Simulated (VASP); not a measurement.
Wanted: the native input for a VASP 6.6.1 run.

| Item | Value |
| --- | --- |
| Task | single point |
| Functional | PBE |
| Potentials or basis | VASP PAW PBE potentials, release 64 (Ti_sv) |
| Cutoff | 520 eV |
| k mesh | 15 × 15 × 15 |
| Occupations | fermi-dirac, width 0.05 eV |
| Spin | no spin polarisation |
| Dipole correction | no |
| Further INCAR settings | ALGO = Normal; EDIFF = 1e-06; NBANDS = 12 |

The structure of Ti lies in POSCAR:

```
Ti
1.0
    0.0000000000      2.0149441680      2.0604500000
    2.0149441680      0.0000000000      2.0604500000
    2.0149441680      2.0149441680      0.0000000000
Ti
1
Direct
    0.0000000000      0.0000000000      0.0000000000
```

This cell differs from its parent crystal: z stretched by +1.5 % at fixed volume.

These files were run (other wordings do the same):

INCAR

```
SYSTEM = Ti
ALGO = Normal
EDIFF = 1E-6
ENCUT = 520
GGA = PE
ISIF = 2
ISMEAR = -1
LASPH = .True.
LCHARG = .False.
LREAL = .False.
LWAVE = .False.
NBANDS = 12
NELM = 80
PREC = Accurate
SIGMA = 0.05
```

KPOINTS

```
k-points
0
Gamma
  15 15 15
  0 0 0
```

Potentials or basis: VASP PAW PBE potentials, release 64 (Ti_sv).

Launch:

```console
$ cat potpaw_PBE.64/Ti_sv/POTCAR > POTCAR
$ mpirun -np 1 vasp_std > vasp.out
```

Results of the run:

* Pressure: 4.1 GPa
* Band gap on the k mesh: zero (band 6 reaches 9.43 eV, above the bottom of band 7 at 8.29 eV)

Run time: 35 s on 1 thread of Intel(R) Xeon(R) Platinum 8488C (Sapphire Rapids), with other jobs on the host, peak memory 0.17 GiB.
